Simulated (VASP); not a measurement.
# InSe in VASP: single point with PBE+D3(BJ)

Aim: the single point of InSe with PBE+D3(BJ).

Everything below comes from runs of VASP 6.6.1. Logs are shortened: lines on timing, memory, paths and dates and some standing lists are left out, and cuts for length are marked.

### 1 The cell of the first run

The cell holds a slab with vacuum, 8 atoms: a = 4.027 Å, b = 4.027 Å, c = 28.271 Å, α = 90.00°, β = 90.00°, γ = 120.00°.

### 2 Single point, PBE+D3(BJ) (layers slid over each other)

INCAR

```
ALGO = Normal
DIPOL = 0.5 0.5 0.405
EDIFF = 1E-6
ENCUT = 520
GGA = PE
IDIPOL = 3
ISIF = 2
ISMEAR = 0
IVDW = 12
LASPH = T
LCHARG = F
LDIPOL = T
LREAL = F
LWAVE = F
NBANDS = 48
NELM = 80
PREC = Accurate
SIGMA = 0.05
```

KPOINTS

```
k-points
0
Gamma
  9 9 1
```

POSCAR

```
InSe
1.0
    4.0266104195      0.0000000000      0.0000000000
   -2.0133052098      3.4871469144      0.0000000000
    0.0000000000      0.0000000000     28.2707101099
Se In
4 4
Direct
    0.0000000000      0.0000000000      0.1591753438
    0.0000000000      0.0000000000      0.3496677309
    0.8888888889      0.4444444444      0.4596755796
    0.8888888889      0.4444444444      0.6501679667
    0.6666666667      0.3333333333      0.2049979929
    0.6666666667      0.3333333333      0.3038451626
    0.2222222222      0.1111111111      0.5054982288
    0.2222222222      0.1111111111      0.6043453984
```

Potentials or basis: VASP PAW PBE potentials, release 64 (Se, In_d).

On the command line:

```sh
cat potpaw_PBE.64/Se/POTCAR potpaw_PBE.64/In_d/POTCAR > POTCAR
mpirun -np 1 vasp_std > vasp.out
```

OUTCAR:

```text
EDIFF = 1E-6
   ENCUT = 520
   GGA = PE
   ISIF = 2
   ISMEAR = 0
   IVDW = 12
   LASPH = T
   LREAL = F
   NELM = 80
   PREC = Accurate
 IVDW          = 12

 ion  position               nearest neighbor table
   1  0.000  0.000  0.159-   5 2.66   5 2.66   5 2.66
   2  0.000  0.000  0.350-   6 2.66   6 2.66   6 2.66
   3  0.889  0.444  0.460-   7 2.66   7 2.66   7 2.66
   4  0.889  0.444  0.650-   8 2.66   8 2.66   8 2.66
   5  0.667  0.333  0.205-   1 2.66   1 2.66   1 2.66   6 2.79
   6  0.667  0.333  0.304-   2 2.66   2 2.66   2 2.66   5 2.79
   7  0.222  0.111  0.505-   3 2.66   3 2.66   3 2.66   8 2.79
   8  0.222  0.111  0.604-   4 2.66   4 2.66   4 2.66   7 2.79

  LATTYP: Found a hexagonal cell.
 ALAT       =     4.0266104195
 C/A-ratio  =     7.0209697896

  Lattice vectors:

 A1 = (   4.0266104195,   0.0000000000,   0.0000000000)
 A2 = (  -2.0133052098,   3.4871469144,   0.0000000000)
 A3 = (   0.0000000000,   0.0000000000,  28.2707101099)

Analysis of symmetry for initial positions (statically):
=====================================================================
 Subroutine PRICEL returns:
 Original cell was already a primitive cell.

 Routine SETGRP: Setting up the symmetry group for a
 hexagonal supercell.

 Subroutine GETGRP returns: Found  4 space group operations
 (whereof  2 operations were pure point group operations)
 out of a pool of 24 trial point group operations.

The static configuration has the point symmetry C_1h.
 The point group associated with its full space group is C_2h.

Analysis of symmetry for dynamics (positions and initial velocities):
=====================================================================
 Subroutine PRICEL returns:
 Original cell was already a primitive cell.

 Routine SETGRP: Setting up the symmetry group for a
 hexagonal supercell.

 Subroutine GETGRP returns: Found  4 space group operations
 (whereof  2 operations were pure point group operations)
 out of a pool of 24 trial point group operations.

The dynamic configuration has the point symmetry C_1h.
 The point group associated with its full space group is C_2h.

 Subroutine INISYM returns: Found  4 space group operations
 (whereof  2 operations are pure point group operations),
 and found     1 'primitive' translations

----------------------------------------------------------------------------------------

                                     Primitive cell

  volume of cell :     396.9598

  direct lattice vectors                    reciprocal lattice vectors
     4.026610419  0.000000000  0.000000000     0.248347840  0.143383692  0.000000000
    -2.013305210  3.487146914  0.000000000     0.000000000  0.286767384  0.000000000
     0.000000000  0.000000000 28.270710110     0.000000000  0.000000000  0.035372299

  length of vectors
     4.026610419  4.026610419 28.270710110     0.286767384  0.286767384  0.035372299

  position of ions in fractional coordinates (direct lattice)
     0.000000000  0.000000000  0.159175344
     0.000000000  0.000000000  0.349667731
     0.888888889  0.444444444  0.459675580
     0.888888889  0.444444444  0.650167967
     0.666666667  0.333333333  0.204997993
     0.666666667  0.333333333  0.303845163
     0.222222222  0.111111111  0.505498229
     0.222222222  0.111111111  0.604345398

  ion indices of the primitive-cell ions
   primitive index   ion index
                 1           1
                 2           2
                 3           3
                 4           4
                 5           5
                 6           6
                 7           7
                 8           8

----------------------------------------------------------------------------------------

 KPOINTS: k-points

Automatic generation of k-mesh.
 Grid dimensions read from file:
 generate k-points for:    9    9    1

 Generating k-lattice:

  Cartesian coordinates                     Fractional coordinates (reciprocal lattice)
     0.027594204  0.015931521  0.000000000     0.111111111  0.000000000  0.000000000
     0.000000000  0.031863043  0.000000000     0.000000000  0.111111111  0.000000000
     0.000000000  0.000000000  0.035372299     0.000000000  0.000000000  1.000000000

  Length of vectors
     0.031863043  0.031863043  0.035372299

  Shift w.r.t. Gamma in fractional coordinates (k-lattice)
     0.000000000  0.000000000  0.000000000

 Subroutine IBZKPT returns following result:
 ===========================================

 Found     25 irreducible k-points:

 Following reciprocal coordinates:
            Coordinates               Weight
  0.000000  0.000000  0.000000      1.000000
  0.111111  0.000000  0.000000      2.000000
  0.000000  0.111111  0.000000      4.000000
  0.222222 -0.000000  0.000000      2.000000
  0.000000  0.222222  0.000000      4.000000
  0.333333 -0.000000  0.000000      2.000000
[... 16 lines left out ...]
 -0.222222 -0.444444  0.000000      4.000000
  0.444444  0.333333  0.000000      4.000000
   k-points           NKPTS =     25   k-points in BZ     NKDIM =     25   number of bands    NBANDS=     48
   number of dos      NEDOS =    301   number of ions     NIONS =      8
   total plane-waves  NPLWV = 189000
   dimension x,y,z NGX =    30 NGY =   30 NGZ =  210
   dimension x,y,z NGXF=    60 NGYF=   60 NGZF=  420
   ions per type =               4   4
   NGX,Y,Z   is equivalent  to a cutoff of  12.39, 12.39, 12.35 a.u.
   NGXF,Y,Z  is equivalent  to a cutoff of  24.77, 24.77, 24.70 a.u.
 SYSTEM =  unknown system
   PREC   = accura    normal or accurate (medium, high low for compatibility)
   ISTART =      0    job   : 0-new  1-cont  2-samecut
   ICHARG =      2    charge: 1-file 2-atom 10-const
   ISPIN  =      1    spin polarized calculation?
   LNONCOLLINEAR =      F non collinear calculations
   LSORBIT =      F    spin-orbit coupling
   LASPH  =      T    aspherical Exc in radial PAW
   ENCUT  =  520.0 eV  38.22 Ry    6.18 a.u.   7.49  7.49 52.56*2*pi/ulx,y,z
   NELM   =     80;   NELMIN=  2; NELMDL= -5     # of ELM steps
   EDIFF  = 0.1E-05   stopping-criterion for ELM
   LREAL  =      F    real-space projection
   EDIFFG = 0.1E-04   stopping-criterion for IOM
   NSW    =      0    number of steps for IOM
[... 5 lines left out ...]
   TEBEG  =    0.0;   TEEND  =   0.0 temperature during run
   PSTRESS=    0.0 pullay stress
   NELECT =      76.0000    total number of electrons
   NUPDOWN=      -1.0000    fix difference up-down
   EMIN   =  10.00;   EMAX   =-10.00  energy-range for DOS
   EFERMI =   0.00;   METHOD = LEGACY
   ISMEAR =     0;   SIGMA  =   0.05  broadening in eV -4-tet -1-fermi 0-gaus
   EFERMI_NEDOS =   21; number of points for ismear=-14 and -15
   IALGO  =     38    algorithm
   IMIX   =      4    mixing-type and parameters
     AMIX     =   0.40;   BMIX     =  1.00
     AMIX_MAG =   1.60;   BMIX_MAG =  1.00
  volume/ion in A,a.u.               =      49.62       334.85
  Fermi-wavevector in a.u.,A,eV,Ry     =   0.943548  1.783047 12.113024  0.890282
  Thomas-Fermi vector in A             =   2.071266
   LORBIT       =      0    0 simple, 1 ext, 2 COOP (PROOUT), +10 PAW based schemes
   GGA     = PE    functional components
   LHFCALC =     F    Hartree Fock is set to
   AEXX    =    0.0000 exact exchange contribution
   IVDW    =    12    specifies the selected vdW correction
   LEPSILON=     F    determine dielectric tensor
   LRPA    =     F    only Hartree local field effects (RPA)
 non-spin polarized calculation
 Gauss-broadening in eV      SIGMA  =   0.05
  energy-cutoff  :      520.00
  volume of cell :      396.96
 maximum number of plane-waves:     10749
 NGX is ok and might be reduce to    30
   NGX = 15   NGY = 15   NGZ =105

 dipolmoment           0.000000      0.000000      0.000008 electrons x Angstroem

 number of electron      76.0000000 magnetization

 dipolmoment           0.000000      0.000000     -0.000026 electrons x Angstroem

 Free energy of the ion-electron system (eV)
  ---------------------------------------------------
  ext. energy  EPLUGINS =         0.00000000
  ---------------------------------------------------
  free energy    TOTEN  =       -28.36568629 eV

  energy without entropy =      -28.36568629  energy(sigma->0) =      -28.36568629

 E-fermi :   0.0778     XC(G=0):  -5.6416

 val. band max:       -0.1670593483   @ k =   0.1111   0.0000   0.0000
 cond. band min:       0.9165231624   @ k =   0.0000   0.0000   0.0000
 fundamental gap:      1.0835825107
 Fermi energy:         0.0777940187

 k-point     1 :       0.0000    0.0000    0.0000
  band No.  band energies     occupation
      1     -14.5189      2.00000
      2     -14.5187      2.00000
      3     -14.3356      2.00000
      4     -14.3355      2.00000
      5     -14.3353      2.00000
      6     -14.3351      2.00000
[... 40 lines left out ...]
     47       5.0424      0.00000
     48       5.1823      0.00000

 k-point     2 :       0.1111    0.0000    0.0000
  band No.  band energies     occupation
      1     -14.5184      2.00000
      2     -14.5181      2.00000
      3     -14.3774      2.00000
      4     -14.3741      2.00000
      5     -14.3336      2.00000
      6     -14.3334      2.00000
[... 40 lines left out ...]
     47       5.0607      0.00000
     48       5.2258      0.00000

 k-point     3 :       0.0000    0.1111    0.0000
  band No.  band energies     occupation
      1     -14.5183      2.00000
      2     -14.5181      2.00000
      3     -14.3769      2.00000
      4     -14.3741      2.00000
      5     -14.3338      2.00000
      6     -14.3336      2.00000
[... 40 lines left out ...]
     47       5.0898      0.00000
     48       5.1990      0.00000

 k-point     4 :       0.2222   -0.0000    0.0000
  band No.  band energies     occupation
      1     -14.5327      2.00000
      2     -14.5300      2.00000
      3     -14.4468      2.00000
      4     -14.4413      2.00000
      5     -14.3925      2.00000
      6     -14.3869      2.00000
[... 958 lines left out ...]
     47       5.2014      0.00000
     48       5.3836      0.00000

 k-point    23 :      -0.2222   -0.4444    0.0000
  band No.  band energies     occupation
      1     -14.6254      2.00000
      2     -14.6242      2.00000
      3     -14.5258      2.00000
      4     -14.5251      2.00000
      5     -14.4620      2.00000
      6     -14.4615      2.00000
[... 40 lines left out ...]
     47       5.2397      0.00000
     48       5.3615      0.00000

 k-point    24 :       0.4444    0.3333    0.0000
  band No.  band energies     occupation
      1     -14.6272      2.00000
      2     -14.6227      2.00000
      3     -14.5273      2.00000
      4     -14.5238      2.00000
      5     -14.4620      2.00000
      6     -14.4615      2.00000
[... 40 lines left out ...]
     47       5.2254      0.00000
     48       5.3596      0.00000

 [... further k-points ...]

------------------------ aborting loop because EDIFF is reached ----------------------------------------

 vacuum level on the upper side and lower side of the slab       (xc-potential included)        -0.136        -0.136

 Edisp (eV)   -2.05503

 E8    (eV) :    -0.9638

  FORCE on cell =-STRESS in cart. coord.  units (eV):
  Direction    XX          YY          ZZ          XY          YZ          ZX
  --------------------------------------------------------------------------------------
  -------------------------------------------------------------------------------------
  Total      -0.04335     0.10581    -0.08087    -0.12917    -0.03589    -0.06215
  in kB      -0.17495     0.42706    -0.32642    -0.52135    -0.14484    -0.25086
  external pressure =       -0.02 kB  Pullay stress =        0.00 kB

 VOLUME and BASIS-vectors are now :
 -----------------------------------------------------------------------------
  energy-cutoff  :      520.00
  volume of cell :      396.96
      direct lattice vectors                 reciprocal lattice vectors
     4.026610419  0.000000000  0.000000000     0.248347840  0.143383692  0.000000000
    -2.013305210  3.487146914  0.000000000     0.000000000  0.286767384  0.000000000
     0.000000000  0.000000000 28.270710110     0.000000000  0.000000000  0.035372299

 POSITION                                       TOTAL-FORCE (eV/Angst)
 -----------------------------------------------------------------------------------
      0.00000      0.00000      4.50000        -0.000115     -0.000066     -0.010897
      0.00000      0.00000      9.88536         0.004309      0.002488     -0.004210
      2.68441      1.54984     12.99536        -0.004309     -0.002488      0.004210
      2.68441      1.54984     18.38071         0.000115      0.000066      0.010897
      2.01331      1.16238      5.79544        -0.000214     -0.000124      0.011248
      2.01331      1.16238      8.58992         0.009239      0.005334      0.009623
      0.67110      0.38746     14.29079        -0.009239     -0.005334     -0.009623
      0.67110      0.38746     17.08527         0.000214      0.000124     -0.011248
 -----------------------------------------------------------------------------------
    total drift:                                0.000000      0.000001     -0.003325

  FREE ENERGIE OF THE ION-ELECTRON SYSTEM (eV)
  ---------------------------------------------------
  free  energy   TOTEN  =       -30.4207152636 eV

  energy  without entropy=      -30.4207152636  energy(sigma->0) =      -30.42071526

 vacuum level on the upper side and lower side of the slab         5.405         5.405
```

Run time: 13 min. Hardware: 1 thread of Intel Xeon 8259CL, shared host; peak memory 0.66 GiB.

Results:

```yaml
Free_energy: -30.4207 eV
Largest_force: 0.014 eV/Å
Band_gap_on_the_k_mesh: 1.08 eV (least direct gap 1.14 eV)
Dispersion_energy_per_atom: -0.257 eV
```

Forces on the atoms (eV/Å):
```
Se   0.000  0.000 -0.011
Se   0.004  0.002 -0.004
Se  -0.004 -0.002  0.004
Se   0.000  0.000  0.011
In   0.000  0.000  0.011
In   0.009  0.005  0.010
In  -0.009 -0.005 -0.010
In   0.000  0.000 -0.011
```

Caveat: the cell differs from its parent crystal (layers slid over each other); spin-orbit coupling is left out, which moves the levels of the heavy elements.
